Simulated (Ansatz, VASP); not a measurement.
# La2HfO2: VASP beside Ansatz

INCAR

```
PREC = Accurate
ENCUT = 600
EDIFF = 1E-7
ISMEAR = 0
SIGMA = 0.1
LREAL = F
LASPH = T
NELM = 100
ALGO = Normal
ISIF = 3
LWAVE = F
LCHARG = F
GGA = PE
IBRION = 2
NSW = 100
EDIFFG = -0.01
```

The input KPOINTS:

```
Automatic mesh
0
Gamma
  12 12 4
```

File POSCAR:

```
La2HfO2
1.0
    3.8047901772      0.0000000000      0.0000000000
   -1.9023950886      3.2950449495      0.0000000000
    0.0000000000      0.0000000000      9.1280864161
La Hf O
2 1 2
Direct
    0.0000000000      0.0000000000      0.6501786102
    0.0000000000      0.0000000000      0.3498213898
    0.0000000000      0.0000000000      0.0000000000
    0.3333333333      0.6666666667      0.5000000000
    0.6666666667      0.3333333333      0.5000000000
```

Input for Ansatz:

```yaml
crystal:
  lattice:
    - [3.8047901772, 0.0, 0.0]
    - [-1.9023950886, 3.2950449495, 0.0]
    - [0.0, 0.0, 9.1280864161]
  atoms:
    - { symbol: La, position: [0.0, 0.0, 0.6501786102] }
    - { symbol: La, position: [0.0, 0.0, 0.3498213898] }
    - { symbol: Hf, position: [0.0, 0.0, 0.0] }
    - { symbol: O, position: [0.3333333333, 0.6666666667, 0.5] }
    - { symbol: O, position: [0.6666666667, 0.3333333333, 0.5] }
basis:
  ecutwfc: 420
kpoints:
  mp_grid: { grid: [12, 12, 4] }
hamiltonian:
  xc: pbe
scf:
  occupations: { method: gaussian, width: 0.1 }
output:
  forces: true
  stress: true
  eigenvalues: true
  write_density: true
  write_potential: true
  elf: true
  volumetric_format: npy
relax:
  adjacent_minimum: "off"
  f_tol: 0.01
  max_steps: 80
  cell: { stress_tol: 0.05 }
```

Alike in both runs: task relaxation of cell and atoms; functional PBE; k mesh 12 × 12 × 4; occupations gaussian, width 0.1 eV; no spin polarisation.

|  | VASP | Ansatz |
| --- | --- | --- |
| version | VASP 6.6.1 | Ansatz 0.2.0 |
| potentials or method | VASP PAW PBE potentials, release 64 (La, Hf_pv, O), cutoff 600 eV | scalar-relativistic, plane waves, PAW |
| valence electrons in the cell | 44 | 60 |

Ansatz gave:

```
gap on the k mesh at the Fermi level, each at its own relaxed structure (eV)  : none
relaxed volume (Å³/atom)                                                      : 22.98
relaxed length of the cell vector where the two differ most in proportion (Å) : 9.165
```

Task: Which values does VASP return?

Result: gap on the k mesh at the Fermi level, each at its own relaxed structure (eV): none; relaxed volume (Å³/atom): 22.88; relaxed length of the cell vector where the two differ most in proportion (Å): 9.146.

A gap of «none» marks a metal or a gap that the smearing closes. VASP's potentials hold 44 valence electrons a cell and Ansatz's 60, so a difference there can come from the potentials and not from the codes.

Neither program's run includes spin-orbit coupling.
